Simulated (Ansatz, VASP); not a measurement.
## BeS: VASP beside Ansatz

```
S Be
1.0
     0.00000    2.42500    2.42500
     2.42500    0.00000    2.42500
     2.42500    2.42500    0.00000
S Be
1 1
Direct
  0.75000 0.75000 0.75000
  0.00000 0.00000 0.00000
```

Alike in both runs: task single point; functional LDA; k mesh 9 × 9 × 9; occupations fermi-dirac, width 0.05 eV; no spin polarisation.

```csv
,VASP,Ansatz
version,VASP 6.6.1,Ansatz 0.2.0
potentials or method,"VASP PAW LDA potentials, release 64 (S, Be), cutoff 520 eV","all-electron LAPW, scalar-relativistic"
```

Ansatz gave:

- gap on the k mesh at the Fermi level (eV): 3.00
- least direct gap on the mesh (eV): 5.52
- pressure (GPa): -3.2

Task: Estimate VASP's values.

Result: gap on the k mesh at the Fermi level (eV): 3.00; least direct gap on the mesh (eV): 5.54; pressure (GPa): -3.2.

LDA's correlation is that of Perdew and Zunger in VASP and of Perdew and Wang (1992) in Ansatz. Ansatz ran all-electron here, and VASP with PAW potentials.
